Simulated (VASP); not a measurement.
# Sb (Pm-3m) in VASP: notebook, part 2 of 2

VASP 6.6.1. Earlier steps stand in the parts before.

### 3 Single point, r2SCAN0

Input file POSCAR:

```
Sb
1.0
    3.1600000000      0.0000000000      0.0000000000
    0.0000000000      3.1600000000      0.0000000000
    0.0000000000      0.0000000000      3.1600000000
Sb
1
Direct
    0.0000000000      0.0000000000      0.0000000000
```

Input file INCAR.step1:

```
SYSTEM = Sb
PREC     = Accurate       ! precision mode
ENCUT    = 440            ! plane-wave cutoff, eV
EDIFF    = 1E-5           ! SCF threshold, eV
ISMEAR   = -1             ! smearing method
SIGMA    = 0.05           ! smearing width, eV
LREAL    = .False.        ! projectors in reciprocal space
LASPH    = .True.         ! aspherical terms in the spheres
NELM     = 120            ! most SCF steps
ALGO     = Normal         ! electronic algorithm
ISIF     = 2              ! what is computed and relaxed
LWAVE    = .True.         ! write WAVECAR
GGA      = PE             ! functional
NBANDS   = 14             ! bands
GGA_COMPAT= .False.
```

Input file INCAR.step2:

```
SYSTEM = Sb
PREC     = Accurate       ! precision mode
ENCUT    = 440            ! plane-wave cutoff, eV
EDIFF    = 1E-6           ! SCF threshold, eV
ISMEAR   = -1             ! smearing method
SIGMA    = 0.05           ! smearing width, eV
LREAL    = .False.        ! projectors in reciprocal space
LASPH    = .True.         ! aspherical terms in the spheres
NELM     = 120            ! most SCF steps
ALGO     = Normal         ! electronic algorithm
ISIF     = 2              ! what is computed and relaxed
LWAVE    = .False.        ! write WAVECAR
LCHARG   = .True.         ! write CHGCAR
METAGGA  = R2SCAN         ! meta-GGA
LHFCALC  = .True.         ! exact exchange
AEXX     = 0.25           ! exact-exchange fraction
LMIXTAU  = .True.       
PRECFOCK = Normal       
LELF     = .True.         ! ELF
LVHAR    = .True.       
ISTART   = 1            
NBANDS   = 14             ! bands
GGA_COMPAT= .False.
```

Input file KPOINTS:

```
regular mesh
0
Gamma
  4 4 4
  0 0 0
```

Potentials or basis: VASP PAW PBE potentials, release 64 (Sb_d_GW).

Launch:

```bash
> cat potpaw_PBE.64/Sb_d_GW/POTCAR > POTCAR
> cp INCAR.step1 INCAR
> mpirun -np 1 vasp_std > vasp.out
> cp INCAR.step2 INCAR
> mpirun -np 1 vasp_std > vasp.out
```

OUTCAR:

```text
SYSTEM = Sb
   PREC = Accurate
   ENCUT = 440
   EDIFF = 1E-6
   ISMEAR = -1
   LREAL = .False.
   LASPH = .True.
   NELM = 120
   ISIF = 2
   METAGGA = R2SCAN
   LHFCALC = .True.
   AEXX = 0.25
   PRECFOCK = Normal
   ISTART = 1

 ion  position               nearest neighbor table
   1  0.000  0.000  0.000-

  LATTYP: Found a simple cubic cell.
 ALAT       =     3.1600000000

  Lattice vectors:

 A1 = (   3.1600000000,   0.0000000000,   0.0000000000)
 A2 = (   0.0000000000,   3.1600000000,   0.0000000000)
 A3 = (   0.0000000000,   0.0000000000,   3.1600000000)

Analysis of symmetry for initial positions (statically):
=====================================================================
 Subroutine PRICEL returns:
 Original cell was already a primitive cell.

 Routine SETGRP: Setting up the symmetry group for a
 simple cubic supercell.

 Subroutine GETGRP returns: Found 48 space group operations
 (whereof 48 operations were pure point group operations)
 out of a pool of 48 trial point group operations.

The static configuration has the point symmetry O_h .
[... 160 lines left out ...]
  band No.  band energies     occupation
      1     -28.3177      2.00000
      2     -28.3177      2.00000
      3     -28.1423      2.00000
      4     -28.1423      2.00000
      5     -28.1423      2.00000
      6      -9.8010      2.00000
      7       8.3954      0.00000
      8       8.3954      0.00000
      9       8.3954      0.00000
     10      12.5713      0.00000
     11      12.5713      0.00000
     12      13.8994      0.00000
     13      25.0477      0.00000
     14      25.0477      0.00000
[... 139 lines left out ...]
      1     -28.2330      2.00000
      2     -28.2330      2.00000
      3     -28.2330      2.00000
      4     -28.0839      2.00000
      5     -28.0839      2.00000
      6      -1.0293      2.00000
      7       2.1919      2.00000
      8       2.1919      2.00000
      9       2.1919      2.00000
     10      10.4533      0.00000
     11      10.4533      0.00000
     12      10.4533      0.00000
     13      12.8217      0.00000
     14      30.8904      0.00000

------------------------ aborting loop because EDIFF is reached ----------------------------------------

  FORCE on cell =-STRESS in cart. coord.  units (eV):
  Direction    XX          YY          ZZ          XY          YZ          ZX
  --------------------------------------------------------------------------------------
  -------------------------------------------------------------------------------------
  Total       -1.2287751     -1.2287751     -1.2287751     -0.0000000     -0.0000000      0.0000000
  in kB      -62.3909689    -62.3909689    -62.3909689     -0.0000000     -0.0000000      0.0000000
  external PRESSURE =     -62.3909689 kB  Pullay stress =       0.0000000 kB

 VOLUME and BASIS-vectors are now :
 -----------------------------------------------------------------------------
  energy-cutoff  :      440.00
  volume of cell :       31.55
      direct lattice vectors                 reciprocal lattice vectors
     3.160000000  0.000000000  0.000000000     0.316455696  0.000000000  0.000000000
     0.000000000  3.160000000  0.000000000     0.000000000  0.316455696  0.000000000
     0.000000000  0.000000000  3.160000000     0.000000000  0.000000000  0.316455696

 POSITION                                       TOTAL-FORCE (eV/Angst)
 -----------------------------------------------------------------------------------
      0.00000      0.00000      0.00000         0.000000      0.000000      0.000000
 -----------------------------------------------------------------------------------
    total drift:                                0.000002      0.000002      0.000002

  FREE ENERGIE OF THE ION-ELECTRON SYSTEM (eV)
  ---------------------------------------------------
  free  energy   TOTEN  =       -21.2250670530 eV

  energy  without entropy=      -21.2165857779  energy(sigma->0) =      -21.22082642
```

OUTCAR.step1:

```text
SYSTEM = Sb
   PREC = Accurate
   ENCUT = 440
   EDIFF = 1E-5
   ISMEAR = -1
   LREAL = .False.
[... 371 lines left out ...]
 -----------------------------------------------------------------------------------
      0.00000      0.00000      0.00000         0.000000      0.000000      0.000000
 -----------------------------------------------------------------------------------
    total drift:                                0.000000     -0.000000      0.000000

  FREE ENERGIE OF THE ION-ELECTRON SYSTEM (eV)
  ---------------------------------------------------
  free  energy   TOTEN  =        -3.7087136442 eV

  energy  without entropy=       -3.6985443158  energy(sigma->0) =       -3.70362898
```

It took 4.2 min on 1 thread of AMD EPYC 7R13 (Zen 3), shared host; peak memory 0.12 GiB.

Results:

```
Free energy : -21.2251 eV
Pressure    : -6.2 GPa
```

Caveat: the k points lie up to 0.50 Å⁻¹ apart; the PAW data sets were made with another functional, which shifts forces and pressure a little; spin-orbit coupling is left out, which moves the levels of the heavy elements.

### 4 Single point, PBEsol

This run uses another cell than the first one, of 23.44 Å³/atom, 0.743 times its volume.

Input file INCAR:

```
ALGO = Normal
EDIFF = 1E-6
ENCUT = 520
GGA = PS
ISIF = 2
ISMEAR = -1
LASPH = T
LCHARG = F
LREAL = F
LWAVE = F
NBANDS = 8
NELM = 80
PREC = Accurate
SIGMA = 0.05
```

Input file KPOINTS:

```
k-points
0
Gamma
  8 8 8
```

Input file POSCAR:

```
Sb
1.0
    2.8617181635      0.0000000000      0.0000000000
    0.0000000000      2.8617181635      0.0000000000
    0.0000000000      0.0000000000      2.8617181635
Sb
1
Direct
    0.0000000000      0.0000000000      0.0000000000
```

Potentials or basis: VASP PAW PBE potentials, release 64 (Sb).

Launch:

```bash
> cat potpaw_PBE.64/Sb/POTCAR > POTCAR
> mpirun -np 1 vasp_std > vasp.out
```

Run time: 7 s. Hardware: 1 thread of Intel Xeon 8259CL, shared host; peak memory 0.13 GiB.

It converged, with:

* Free energy: -4.2259 eV
* Pressure: 20.6 GPa

Levels at points of the mesh, in eV from the Fermi level:
| k point | band 1 | band 2 | band 3 | band 4 | band 5 | band 6 | band 7 |
| --- | --- | --- | --- | --- | --- | --- | --- |
| (0.00, 0.00, 0.00) | -14.58 | 3.82 | 3.82 | 3.82 | 7.21 | 7.21 | 9.67 |
| (0.50, 0.00, 0.00) | -11.15 | -7.50 | 6.76 | 6.76 | 9.80 | 11.08 | 11.41 |
| (0.50, 0.50, 0.00) | -7.38 | -4.78 | -4.78 | 1.11 | 10.01 | 13.85 | 13.85 |
| (0.50, 0.50, 0.50) | -2.89 | -2.17 | -2.17 | -2.17 | 4.42 | 4.42 | 4.42 |

Caveat: the PAW data sets were made with another functional, which shifts forces and pressure a little; spin-orbit coupling is left out, which moves the levels of the heavy elements.

### 5 Single point, PBEsol

This run uses another cell than the first one, of 22.01 Å³/atom, 0.697 times its volume.

Input file INCAR:

```
SYSTEM = Sb
  ALGO = Normal
  EDIFF = 1E-6
  ENCUT = 520
  GGA = PS
  ISIF = 2
  ISMEAR = -1
  LASPH = .True.
  LCHARG = .True.
  LELF = .True.
  LREAL = .False.
  LVHAR = .True.
  LWAVE = .False.
  NBANDS = 8
  NELM = 60
  PREC = Accurate
  SIGMA = 0.05
```

Input file KPOINTS:

```
k-points
0
Gamma
  8 8 8
  0 0 0
```

Input file POSCAR:

```
Sb
1.0
    2.8022579665      0.0000000000      0.0000000000
    0.0000000000      2.8022579665      0.0000000000
    0.0000000000      0.0000000000      2.8022579665
Sb
1
Direct
    0.0000000000      0.0000000000      0.0000000000
```

Launch:

```bash
> cat potpaw_PBE.64/Sb/POTCAR > POTCAR
> mpirun -np 1 vasp_std > vasp.out
```

It took 8 s on 1 thread of Intel Xeon 8259CL, shared host; peak memory 0.14 GiB.

Results (log left out):

```
Free energy : -3.9992 eV
Pressure    : 30.9 GPa
```

Levels at points of the mesh, in eV from the Fermi level:
| k point | band 1 | band 2 | band 3 | band 4 | band 5 | band 6 | band 7 | band 8 |
| --- | --- | --- | --- | --- | --- | --- | --- | --- |
| (0.00, 0.00, 0.00) | -15.26 | 3.94 | 3.94 | 3.94 | 7.28 | 7.28 | 10.08 | 19.31 |
| (0.50, 0.00, 0.00) | -11.52 | -8.08 | 7.16 | 7.16 | 10.00 | 11.17 | 11.32 | 12.34 |
| (0.50, 0.50, 0.00) | -7.38 | -5.17 | -5.17 | 0.79 | 10.83 | 13.96 | 13.96 | 14.66 |
| (0.50, 0.50, 0.50) | -2.37 | -2.34 | -2.34 | -2.34 | 4.29 | 4.29 | 4.29 | 5.76 |

Caveat: the PAW data sets were made with another functional, which shifts forces and pressure a little; spin-orbit coupling is left out, which moves the levels of the heavy elements.

### 6 Overview

| level | potentials or basis | cell | k mesh | cutoff (eV) | grid for exact exchange (PRECFOCK) | second run | gap on the mesh (eV) | pressure (GPa) |
| --- | --- | --- | --- | --- | --- | --- | --- | --- |
| r2SCAN50 | VASP PAW PBE potentials, release 64 (Sb_d_GW) | a = 3.160 Å, 1 atom | 4 × 4 × 4 | 440 | Normal | valence_matched | none | -8.1 |
| r2SCAN0 | VASP PAW PBE potentials, release 64 (Sb_d_GW) | a = 3.160 Å, 1 atom | 4 × 4 × 4 | 440 | Normal | valence_matched | none | -6.2 |
| PBEsol | VASP PAW PBE potentials, release 64 (Sb) | a = 2.862 Å, 1 atom | 8 × 8 × 8 | 520 | - | - | none | 20.6 |
| PBEsol | VASP PAW PBE potentials, release 64 (Sb) | a = 2.802 Å, 1 atom | 8 × 8 × 8 | 520 | - | - | none | 30.9 |

Alike in all rows: task single point; no spin polarisation; smearing fermi-dirac 0.05 eV.

Caveats: some runs use coarse meshes; the PAW data sets were made with another functional, which shifts forces and pressure a little; spin-orbit coupling is left out, which moves the levels of the heavy elements.

Total energies depend on the potentials used, so only differences within one code and one set of settings carry meaning.
